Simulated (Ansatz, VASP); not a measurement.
# One calculation of ZnCd2Se2S, two programs

```
CELL_PARAMETERS angstrom
3.90301 0.00000 0.00000
-1.95150 3.38010 0.00000
0.00000 0.00000 9.64127
ATOMIC_POSITIONS crystal
Zn 0.00000 0.00000 0.50000
Cd 0.66667 0.33333 0.83603
Cd 0.33333 0.66667 0.16397
Se 0.66667 0.33333 0.34542
Se 0.33333 0.66667 0.65458
S 0.00000 0.00000 0.00000
```

Change from the starting cell: species swapped into the LiSmCu2P2 type (P-3m1, No. 164).

Alike in both runs: functional PBE; k mesh 12 × 12 × 4; occupations gaussian, width 0.1 eV; no spin polarisation.

Ansatz relaxed the structure, and its values are those at the end. VASP's run is a single point on that final structure, the one shown.

```csv
,VASP,Ansatz
version,VASP 6.6.1,Ansatz 0.2.0
potentials or method,"VASP PAW PBE potentials, release 64 (Zn, Cd, Se, S), cutoff 520 eV","scalar-relativistic, plane waves, PAW"
valence electrons in the cell,54,90
```

```tsv
	VASP	Ansatz	Ansatz less VASP
gap on the k mesh at the Fermi level (eV)	none	none	-
pressure (GPa)	0.3	0.0	-0.29
rms of the force components (eV/Å)	0.006	0.000	-0.0060
```

A gap of «none» marks a metal or a gap that the smearing closes. VASP's potentials hold 54 valence electrons a cell and Ansatz's 90, so a difference there can come from the potentials and not from the codes.
